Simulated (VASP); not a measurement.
# MgTe (P6_3mc) in VASP: single point with HSE06

Aim: the single point of MgTe with HSE06.

Everything below comes from runs of VASP 6.6.1. Logs are shortened: lines on timing, memory, paths and dates and some standing lists are left out, and cuts for length are marked.

**1. The cell of the first run**

The structure is hexagonal, space group P6_3mc (No. 186). The conventional cell has a = 4.561 Å, b = 4.561 Å, c = 7.414 Å, α = 90.00°, β = 90.00°, γ = 120.00°. Within 3.7 Å of Mg (site symmetry 3m) lie 4 Te at 2.79 Å. Within 3.7 Å of Te (site symmetry 3m) lie 4 Mg at 2.79 Å.

**2. Single point, HSE06**

Input file POSCAR:

```
MgTe
1.0
    4.5612230000      0.0000000000      0.0000000000
   -2.2806120000      3.9501350000      0.0000000000
    0.0000000000      0.0000000000      7.4135340000
Mg Te
2 2
Direct
    0.6666670000      0.3333330000      0.4991000000
    0.3333330000      0.6666670000      0.9991000000
    0.3333330000      0.6666670000      0.3759000000
    0.6666670000      0.3333330000      0.8759000000
```

Input file INCAR.step1:

```
SYSTEM = MgTe
PREC     = Accurate       ! precision mode
ENCUT    = 520            ! plane-wave cutoff, eV
EDIFF    = 1E-5           ! SCF threshold, eV
ISMEAR   = -1             ! smearing method
SIGMA    = 0.05           ! smearing width, eV
LREAL    = .FALSE.        ! projectors in reciprocal space
LASPH    = .TRUE.         ! aspherical terms in the spheres
NELM     = 120            ! most SCF steps
ALGO     = Normal         ! electronic algorithm
ISIF     = 2              ! what is computed and relaxed
LWAVE    = .TRUE.         ! write WAVECAR
LCHARG   = .FALSE.        ! write CHGCAR
NBANDS   = 16             ! bands
GGA      = PE             ! functional
GGA_COMPAT= .FALSE.      
KPAR     = 4
```

Input file INCAR.step2:

```
SYSTEM = MgTe
PREC     = Accurate       ! precision mode
ENCUT    = 520            ! plane-wave cutoff, eV
EDIFF    = 1E-6           ! SCF threshold, eV
ISMEAR   = -1             ! smearing method
SIGMA    = 0.05           ! smearing width, eV
LREAL    = .FALSE.        ! projectors in reciprocal space
LASPH    = .TRUE.         ! aspherical terms in the spheres
NELM     = 120            ! most SCF steps
ALGO     = Normal         ! electronic algorithm
ISIF     = 2              ! what is computed and relaxed
LWAVE    = .FALSE.        ! write WAVECAR
LCHARG   = .FALSE.        ! write CHGCAR
GGA      = PE             ! functional
LHFCALC  = .TRUE.         ! exact exchange
HFSCREEN = 0.2079         ! screening, 1/A
PRECFOCK = Normal       
NBANDS   = 16             ! bands
ISTART   = 1            
GGA_COMPAT= .FALSE.      
KPAR     = 4
```

Input file KPOINTS:

```
Automatic mesh
0
G
  6 6 4
  0 0 0
```

Potentials or basis: VASP PAW PBE potentials, release 64 (Mg, Te).

Launch:

```sh
$ cat potpaw_PBE.64/Mg/POTCAR potpaw_PBE.64/Te/POTCAR > POTCAR
$ cp INCAR.step1 INCAR
$ mpirun -np 4 vasp_std > vasp.out
$ cp INCAR.step2 INCAR
$ mpirun -np 4 vasp_std > vasp.out
```

OUTCAR:

```text
SYSTEM = MgTe
   PREC = Accurate
   ENCUT = 520
   EDIFF = 1E-6
   ISMEAR = -1
   LREAL = .FALSE.
   LASPH = .TRUE.
   NELM = 120
   ISIF = 2
   GGA = PE
   LHFCALC = .TRUE.
   HFSCREEN = 0.2079
   PRECFOCK = Normal
   ISTART = 1

 ion  position               nearest neighbor table
   1  0.667  0.333  0.499-   3 2.79   3 2.79   3 2.79   4 2.79
   2  0.333  0.667  0.999-   4 2.79   4 2.79   4 2.79   3 2.79
   3  0.333  0.667  0.376-   1 2.79   1 2.79   1 2.79   2 2.79
   4  0.667  0.333  0.876-   2 2.79   2 2.79   2 2.79   1 2.79

  LATTYP: Found a hexagonal cell.
 ALAT       =     4.5612230000
 C/A-ratio  =     1.6253390812

  Lattice vectors:

 A1 = (   4.5612230000,   0.0000000000,   0.0000000000)
 A2 = (  -2.2806120000,   3.9501350000,   0.0000000000)
 A3 = (   0.0000000000,   0.0000000000,   7.4135340000)

Analysis of symmetry for initial positions (statically):
=====================================================================
 Subroutine PRICEL returns:
 Original cell was already a primitive cell.

 Routine SETGRP: Setting up the symmetry group for a
 hexagonal supercell.

 Subroutine GETGRP returns: Found 12 space group operations
 (whereof  6 operations were pure point group operations)
 out of a pool of 24 trial point group operations.

The static configuration has the point symmetry C_3v.
 The point group associated with its full space group is C_6v.

Analysis of symmetry for dynamics (positions and initial velocities):
=====================================================================
 Subroutine PRICEL returns:
 Original cell was already a primitive cell.

 Routine SETGRP: Setting up the symmetry group for a
 hexagonal supercell.

 Subroutine GETGRP returns: Found 12 space group operations
 (whereof  6 operations were pure point group operations)
 out of a pool of 24 trial point group operations.

The dynamic configuration has the point symmetry C_3v.
 The point group associated with its full space group is C_6v.

 Subroutine INISYM returns: Found 12 space group operations
 (whereof  6 operations are pure point group operations),
 and found     1 'primitive' translations

----------------------------------------------------------------------------------------

                                     Primitive cell

  volume of cell :     133.5730

  direct lattice vectors                    reciprocal lattice vectors
     4.561223000  0.000000000  0.000000000     0.219239445  0.126577980  0.000000000
    -2.280612000  3.950135000  0.000000000     0.000000000  0.253155905  0.000000000
     0.000000000  0.000000000  7.413534000     0.000000000  0.000000000  0.134888435

  length of vectors
     4.561223000  4.561223258  7.413534000     0.253155919  0.253155905  0.134888435

  position of ions in fractional coordinates (direct lattice)
     0.666667000  0.333333000  0.499100000
     0.333333000  0.666667000  0.999100000
     0.333333000  0.666667000  0.375900000
     0.666667000  0.333333000  0.875900000

  ion indices of the primitive-cell ions
   primitive index   ion index
                 1           1
                 2           2
                 3           3
                 4           4

----------------------------------------------------------------------------------------

 KPOINTS: Automatic mesh

Automatic generation of k-mesh.
 Grid dimensions read from file:
 generate k-points for:    6    6    4

 Generating k-lattice:

  Cartesian coordinates                     Fractional coordinates (reciprocal lattice)
     0.036539908  0.021096330  0.000000000     0.166666667  0.000000000  0.000000000
     0.000000000  0.042192651  0.000000000     0.000000000  0.166666667  0.000000000
     0.000000000  0.000000000  0.033722109     0.000000000  0.000000000  0.250000000

  Length of vectors
     0.042192653  0.042192651  0.033722109

  Shift w.r.t. Gamma in fractional coordinates (k-lattice)
     0.000000000  0.000000000  0.000000000

 Subroutine IBZKPT returns following result:
 ===========================================

 Found     21 irreducible k-points:

 Following reciprocal coordinates:
            Coordinates               Weight
  0.000000  0.000000  0.000000      1.000000
  0.166667  0.000000  0.000000      6.000000
  0.333333  0.000000  0.000000      6.000000
  0.500000  0.000000  0.000000      3.000000
  0.166667  0.166667  0.000000      6.000000
  0.333333  0.166667  0.000000     12.000000
[... 13 lines left out ...]
  0.333333  0.166667  0.500000     12.000000
  0.333333  0.333333  0.500000      2.000000
   k-points           NKPTS =     21   k-points in BZ     NKDIM =    144   number of bands    NBANDS=     16
   number of dos      NEDOS =    301   number of ions     NIONS =      4
   total plane-waves  NPLWV =  72576
   dimension x,y,z NGX =    36 NGY =   36 NGZ =   56
   dimension x,y,z NGXF=    72 NGYF=   72 NGZF=  112
   ions per type =               2   2
   NGX,Y,Z   is equivalent  to a cutoff of  13.12, 13.12, 12.56 a.u.
   NGXF,Y,Z  is equivalent  to a cutoff of  26.24, 26.24, 25.12 a.u.
 SYSTEM =  MgTe
   PREC   = accura    normal or accurate (medium, high low for compatibility)
   ISTART =      1    job   : 0-new  1-cont  2-samecut
   ICHARG =      0    charge: 1-file 2-atom 10-const
   ISPIN  =      1    spin polarized calculation?
   LNONCOLLINEAR =      F non collinear calculations
   LSORBIT =      F    spin-orbit coupling
   LASPH  =      T    aspherical Exc in radial PAW
   ENCUT  =  520.0 eV  38.22 Ry    6.18 a.u.   8.48  8.48 13.78*2*pi/ulx,y,z
   NELM   =    120;   NELMIN=  2; NELMDL=  0     # of ELM steps
   EDIFF  = 0.1E-05   stopping-criterion for ELM
   LREAL  =      F    real-space projection
   EDIFFG = 0.1E-04   stopping-criterion for IOM
   NSW    =      0    number of steps for IOM
   IBRION =     -1    ionic relax: 0-MD 1-quasi-New 2-CG
   NFREE  =      0    steps in history (QN), initial steepest desc. (CG)
   ISIF   =      2    stress and relaxation
   ISYM   =      3    0-nonsym 1-usesym 2-fastsym
   POTIM  = 0.5000    time-step for ionic-motion
   TEBEG  =    0.0;   TEEND  =   0.0 temperature during run
   PSTRESS=    0.0 pullay stress
   NELECT =      16.0000    total number of electrons
   NUPDOWN=      -1.0000    fix difference up-down
   EMIN   =  10.00;   EMAX   =-10.00  energy-range for DOS
   EFERMI =   0.00;   METHOD = LEGACY
   ISMEAR =    -1;   SIGMA  =   0.05  broadening in eV -4-tet -1-fermi 0-gaus
   EFERMI_NEDOS =   21; number of points for ismear=-14 and -15
   IALGO  =     38    algorithm
   IMIX   =      1    mixing-type and parameters
     AMIX     =   0.40;   BMIX     =  1.00
     AMIX_MAG =   1.60;   BMIX_MAG =  1.00
  volume/ion in A,a.u.               =      33.39       225.35
  Fermi-wavevector in a.u.,A,eV,Ry     =   0.807003  1.525015  8.860853  0.651254
  Thomas-Fermi vector in A             =   1.915541
   LORBIT       =      0    0 simple, 1 ext, 2 COOP (PROOUT), +10 PAW based schemes
   GGA     = PE    functional components
   LHFCALC =     T    Hartree Fock is set to
   PRECFOCK=normal    Normal, Fast or Accurate (Low or Medium for compatibility)
   ENCUT4O =  -1.0   cutoff for four orbital integrals eV
   NKREDX  =     1    reduce k-point grid by
   NKREDY  =     1    reduce k-point grid by
   NKREDZ  =     1    reduce k-point grid by
   AEXX    =    0.2500 exact exchange contribution
   HFSCREEN=    0.2079 screening length (either q_TF or 0.3 A-1)
   HFSCREENC=   0.2079 screening length for correlation (either q_TF or 0.3 A-1)
   ENCUTFOCK=  -1.0 apply spherical cutoff to Coloumb kernel
   IVDW    =     0    specifies the selected vdW correction
   LEPSILON=     F    determine dielectric tensor
   LRPA    =     F    only Hartree local field effects (RPA)
 non-spin polarized calculation
  energy-cutoff  :      520.00
  volume of cell :      133.57
 maximum number of plane-waves:      3652
 NGX is ok and might be reduce to    36
  NGX = 28; NGY = 28; NGZ = 42

 number of electron      16.0000001 magnetization

 Free energy of the ion-electron system (eV)
  ---------------------------------------------------
  ext. energy  EPLUGINS =         0.00000000
  ---------------------------------------------------
  free energy    TOTEN  =       -15.12134320 eV

  energy without entropy =      -15.12134320  energy(sigma->0) =      -15.12134320

 E-fermi :   2.4382     XC(G=0):  -6.6258

 val. band max:        1.4243163728   @ k =   0.0000   0.0000   0.0000
 cond. band min:       4.6805848765   @ k =   0.0000   0.0000   0.0000
 fundamental gap:      3.2562685037
 Fermi energy:         2.4381792245

 k-point     1 :       0.0000    0.0000    0.0000
  band No.  band energies     occupation
      1      -9.7660      2.00000
      2      -9.0642      2.00000
      3      -2.1425      2.00000
      4       0.8700      2.00000
      5       0.8701      2.00000
      6       1.4076      2.00000
[... 8 lines left out ...]
     15       8.6386      0.00000
     16       9.6177      0.00000

 k-point     2 :       0.1667    0.0000    0.0000
  band No.  band energies     occupation
      1      -9.6327      2.00000
      2      -8.9917      2.00000
      3      -1.9507      2.00000
      4      -0.0294      2.00000
      5       0.4357      2.00000
      6       0.6207      2.00000
[... 8 lines left out ...]
     15       8.6738      0.00000
     16       9.1949      0.00000

 k-point     3 :       0.3333    0.0000    0.0000
  band No.  band energies     occupation
      1      -9.3119      2.00000
      2      -8.8643      2.00000
      3      -1.6527      2.00000
      4      -1.0798      2.00000
      5      -0.8116      2.00000
      6       0.2290      2.00000
[... 8 lines left out ...]
     15       9.3886      0.00000
     16      10.3965      0.00000
[... 305 lines left out ...]
 k-point    20 :       0.3333    0.1667    0.5000
  band No.  band energies     occupation
      1      -8.9662      2.00000
      2      -8.9662      2.00000
      3      -1.8540      2.00000
      4      -1.8540      2.00000
      5      -0.1431      2.00000
      6      -0.1431      2.00000
[... 8 lines left out ...]
     15       9.8752      0.00000
     16       9.8752      0.00000

 k-point    21 :       0.3333    0.3333    0.5000
  band No.  band energies     occupation
      1      -8.8980      2.00000
      2      -8.8980      2.00000
      3      -1.8111      2.00000
      4      -1.8111      2.00000
      5      -0.6887      2.00000
      6      -0.6887      2.00000
[... 8 lines left out ...]
     15       9.7391      0.00000
     16       9.7391      0.00000

------------------------ aborting loop because EDIFF is reached ----------------------------------------

  FORCE on cell =-STRESS in cart. coord.  units (eV):
  Direction    XX          YY          ZZ          XY          YZ          ZX
  --------------------------------------------------------------------------------------
  -------------------------------------------------------------------------------------
  Total        0.2030367      0.2030367      0.2117169     -0.0000000      0.0000000      0.0000000
  in kB        2.4353791      2.4353792      2.5394967     -0.0000003      0.0000000      0.0000000
  external PRESSURE =       2.4700850 kB  Pullay stress =       0.0000000 kB

 VOLUME and BASIS-vectors are now :
 -----------------------------------------------------------------------------
  energy-cutoff  :      520.00
  volume of cell :      133.57
      direct lattice vectors                 reciprocal lattice vectors
     4.561223000  0.000000000  0.000000000     0.219239445  0.126577980  0.000000000
    -2.280612000  3.950135000  0.000000000     0.000000000  0.253155905  0.000000000
     0.000000000  0.000000000  7.413534000     0.000000000  0.000000000  0.134888435

 POSITION                                       TOTAL-FORCE (eV/Angst)
 -----------------------------------------------------------------------------------
      2.28061      1.31671      3.70009         0.000000     -0.000000      0.002738
     -0.00000      2.63342      7.40686        -0.000000      0.000000      0.002738
     -0.00000      2.63342      2.78675         0.000000     -0.000000     -0.002738
      2.28061      1.31671      6.49351         0.000000     -0.000000     -0.002738
 -----------------------------------------------------------------------------------
    total drift:                                0.000292     -0.000004     -0.000521

  FREE ENERGIE OF THE ION-ELECTRON SYSTEM (eV)
  ---------------------------------------------------
  free  energy   TOTEN  =       -15.1213432008 eV

  energy  without entropy=      -15.1213432007  energy(sigma->0) =      -15.12134320
```

Wall time 29 min (4 MPI ranks of Oxide Virtual Turin-like, shared host); peak memory 0.4 GiB.

Results:

```
Free energy            : -15.1213 eV
Pressure               : 0.2 GPa
Band gap on the k mesh : 3.26 eV
```

Forces in eV/Å, atoms in the order of the input:
```
Mg   0.000  0.000  0.003
Mg   0.000  0.000  0.003
Te   0.000  0.000 -0.003
Te   0.000  0.000 -0.003
```

Caveat: the PAW data sets were made with another functional, which shifts forces and pressure a little; spin-orbit coupling is left out, which moves the levels of the heavy elements.
